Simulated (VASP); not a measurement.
The system is SnGe2.

```xyz
6
Lattice="4.2982 0.0000 0.0000 -2.1491 3.7224 0.0000 0.0000 0.0000 10.5369" Properties=species:S:1:pos:R:3 pbc="T T T"
Ge    0.0000    0.0000    9.2941
Ge    2.1491    1.2408    5.6381
Ge    0.0000    2.4816    4.8988
Ge    0.0000    0.0000    1.2428
Sn    0.0000    2.4816    2.1990
Sn    2.1491    1.2408    8.3380
```

| Quantity | Value |
| --- | --- |
| Program | VASP 6.6.1 |
| Task | relaxation of cell and atoms |
| Functional | r2SCAN |
| Potentials or basis | VASP PAW PBE potentials, release 64 (Ge_d, Sn_d) |
| Cutoff | 600 eV |
| k mesh | 6 × 6 × 2 |
| Occupations | fermi-dirac, width 0.02 eV |
| Spin | no spin polarisation |

At the start: pressure -2.2 GPa; volume 28.10 Å³/atom.

**Question.** Where does the relaxation end?

**Answer.** Over 13 steps the energy falls by 9.3 meV/atom and the volume is 26.90 Å³/atom (-4.2 %); space group P-3m1 (No. 164, to 0.1 Å) before and after.

The path:
| step | energy change (eV) | largest force (eV/Å) | pressure (GPa) | volume (Å³) |
| --- | --- | --- | --- | --- |
| 1 | 0.0000 | 0.0905 | -2.24 | 168.59 |
| 2 | -0.0503 | 0.0256 | 0.83 | 159.19 |
| 3 | -0.0557 | 0.0260 | 0.03 | 161.26 |
| 4 | -0.0557 | 0.0270 | -0.04 | 161.41 |
| 5 | -0.0558 | 0.0197 | -0.02 | 161.43 |
| 6 | -0.0558 | 0.0132 | -0.02 | 161.45 |
| 7 | -0.0558 | 0.0061 | 0.02 | 161.37 |
| 8 | -0.0558 | 0.0067 | -0.01 | 161.38 |
| 9 | -0.0558 | 0.0053 | -0.01 | 161.38 |
| 10 | -0.0558 | 0.0061 | 0.02 | 161.37 |
| 11 | -0.0558 | 0.0070 | 0.02 | 161.38 |
| 12 | -0.0558 | 0.0047 | -0.03 | 161.48 |
| 13 | -0.0558 | 0.0039 | -0.01 | 161.43 |

Final structure:
```
Ge Sn
1.0
     4.24194    0.00000    0.00000
    -2.12097    3.67363    0.00000
     0.00000    0.00000   10.35911
Ge Sn
4 2
Direct
  0.00000 0.00000 0.88181
  0.66667 0.33333 0.53547
  0.33333 0.66667 0.46453
  0.00000 0.00000 0.11819
  0.33333 0.66667 0.20812
  0.66667 0.33333 0.79188
```

Caveat: the PAW data sets were made with another functional, which shifts forces and pressure a little.
